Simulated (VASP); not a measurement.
Crystal: GaAs.

```
CELL_PARAMETERS angstrom
0.00000 2.82685 2.82685
2.82685 0.00000 2.82685
2.82685 2.82685 0.00000
ATOMIC_POSITIONS crystal
Ga 0.00000 0.00000 0.00000
As 0.25000 0.25000 0.25000
```

Base run:

```yaml
Program: VASP 6.6.1
Functional: PBE
Potentials_or_basis: VASP PAW PBE potentials, release 64 (Ga_d, As)
Cutoff: 520 eV
k_mesh: 13 × 13 × 13
Occupations: fermi-dirac, width 0.02 eV
Spin: no spin polarisation
```

Its results: band gap on the k mesh 0.52 eV, direct; pressure 3.5 GPa.

Task: The run is repeated on the same cell with these changes: functional from PBE to PBEsol. What comes out?

Result: Band gap on the k mesh 0.46 eV, direct; pressure 0.4 GPa.

PBEsol binds more tightly than PBE, so the same cell stands under less pressure.

Caveats: the PAW data sets were made with another functional, which shifts forces and pressure a little (some runs).

A k mesh can miss the band edges.
